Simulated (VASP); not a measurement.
Wanted: the native input for a VASP 6.6.1 run.

- Task: single point
- Functional: PBE
- Dispersion: D3(BJ)
- Potentials or basis: VASP PAW PBE potentials, release 64 (C)
- Cutoff: 520 eV
- k mesh: 15 × 15 × 1
- Occupations: gaussian, width 0.1 eV
- Spin: no spin polarisation
- Dipole correction: yes
- Further INCAR settings: ALGO = Normal; EDIFF = 1e-06; NBANDS = 16

The structure of C lies in POSCAR:

```
C
1.0
    2.4656677093      0.0000000000      0.0000000000
   -1.2328338546      2.1353308736      0.0000000000
    0.0000000000      0.0000000000     17.5000661151
C
4
Direct
    0.6666666666      0.3333333333      0.2571417396
    0.3333333333      0.6666666667      0.2571401791
    1.1666666667      0.6666666667      0.4591774561
    1.5000000000      0.3333333333      0.4591775050
```

This cell differs from its parent crystal: layers slid over each other, then relaxed in part.

The input as run:

INCAR

```
PREC     = Accurate       # precision mode
ENCUT    = 520            # plane-wave cutoff, eV
EDIFF    = 1E-6           # SCF threshold, eV
ISMEAR   = 0              # smearing method
SIGMA    = 0.1            # smearing width, eV
LREAL    = F              # projectors in reciprocal space
LASPH    = T              # aspherical terms in the spheres
NELM     = 100            # most SCF steps
ALGO     = Normal         # electronic algorithm
ISIF     = 2              # what is computed and relaxed
LWAVE    = F              # write WAVECAR
LCHARG   = F              # write CHGCAR
LDIPOL   = T            
IDIPOL   = 3            
DIPOL    = 0.5 0.5 0.358
GGA      = PE             # functional
IVDW     = 12             # dispersion correction
NBANDS   = 16             # bands
```

KPOINTS

```
regular mesh
0
Gamma
  15 15 1
```

Potentials or basis: VASP PAW PBE potentials, release 64 (C).

Run with:

```bash
$ cat potpaw_PBE.64/C/POTCAR > POTCAR
$ mpirun -np 1 vasp_std > vasp.out
```

Results of the run:

```json
{
  "Largest force": "0.006 eV/Å",
  "Dispersion energy per atom": "-0.116 eV"
}
```

Caveat: the cell differs from its parent crystal (layers slid over each other, then relaxed in part).

It took 86 s on 1 thread of Intel(R) Xeon(R) 6975P-C (Granite Rapids), with other jobs on the host, peak memory 0.23 GiB.
